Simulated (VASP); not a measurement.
A run of VASP 6.6.1 is set up as follows.

The input INCAR:

```
SYSTEM = Ge
PREC = Accurate
ENCUT = 520
EDIFF = 1E-6
ISMEAR = -1
SIGMA = 0.05
LREAL = .FALSE.
LASPH = .TRUE.
NELM = 60
ALGO = Normal
ISIF = 2
LWAVE = .FALSE.
LCHARG = .TRUE.
GGA = PE
LELF = .TRUE.
LVHAR = .TRUE.
NBANDS = 36
```

File KPOINTS:

```
regular mesh
0
G
  11 11 6
  0 0 0
```

Contents of POSCAR:

```
Ge
1.0
    3.9975858431     -0.0199879292     -0.0199879292
   -2.0161029760      3.4720048586     -0.0073160899
   -0.0329968898     -0.0329968898      6.5993779500
Ge
4
Direct
    0.6666666667      0.3333333333      0.0629012500
    0.3333333333      0.6666666667      0.5629012500
    0.6666666667      0.3333333333      0.4370987500
    0.3333333333      0.6666666667      0.9370987500
```

Potentials or basis: VASP PAW PBE potentials, release 64 (Ge_d).

Run with:

```console
$ cat potpaw_PBE.64/Ge_d/POTCAR > POTCAR
$ mpirun -np 1 vasp_std > vasp.out
```

**Question.** Predict the largest force.

**Answer.** 0.152 eV/Å.

**Question.** What does it give for the pressure?

**Answer.** 3.0 GPa.

Forces on the atoms (eV/Å):
```
Ge  -0.019  0.058  0.007
Ge   0.139  0.061  0.010
Ge  -0.139 -0.061 -0.010
Ge   0.019 -0.058 -0.007
```

Caveat: the cell differs from its parent crystal (equal xy, yz and zx shear strains of -1 %).
